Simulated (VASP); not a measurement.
Set up this calculation in VASP 6.6.1, as the native input.

```
Task                   : single point
Functional             : revPBE
Potentials or basis    : VASP PAW PBE potentials, release 64 (Pb_d, S)
Cutoff                 : 520 eV
k mesh                 : 8 × 8 × 8
Occupations            : gaussian, width 0.05 eV
Spin                   : no spin polarisation
Dipole correction      : no
Further INCAR settings : ALGO = Normal; EDIFF = 1e-07; NBANDS = 17
```

The structure of PbS lies in POSCAR:

```
PbS
1.0
    0.0000000000      3.0109382627      3.0109382627
    3.0109382627      0.0000000000      3.0109382627
    3.0109382627      3.0109382627      0.0000000000
Pb S
1 1
Direct
    0.5000000000      0.5000000000      0.5000000000
    0.0000000000      0.0000000000      0.0000000000
```

This cell differs from its parent crystal: volume scaled by 0.98.

These files were run (other wordings do the same):

INCAR

```
SYSTEM = PbS
ALGO = Normal
EDIFF = 1E-7
ENCUT = 520
GGA = RE
ISIF = 2
ISMEAR = 0
LASPH = .TRUE.
LCHARG = .TRUE.
LELF = .TRUE.
LREAL = .FALSE.
LVHAR = .TRUE.
LWAVE = .FALSE.
NBANDS = 17
NELM = 100
PREC = Accurate
SIGMA = 0.05
```

KPOINTS

```
k-points
0
G
  8 8 8
  0 0 0
```

Potentials or basis: VASP PAW PBE potentials, release 64 (Pb_d, S).

Command:

```bash
$ cat potpaw_PBE.64/Pb_d/POTCAR potpaw_PBE.64/S/POTCAR > POTCAR
$ mpirun -np 1 vasp_std > vasp.out
```

Results of the run:

| Item | Value |
| --- | --- |
| Pressure | 0.9 GPa |
| Band gap on the k mesh | 0.59 eV, direct |

Caveat: the PAW data sets were made with another functional, which shifts forces and pressure a little; spin-orbit coupling is left out, which moves the levels of the heavy elements.

Run time: 19 s on 1 thread of Intel Xeon 6975P-C, with other jobs on the host, peak memory 0.18 GiB.
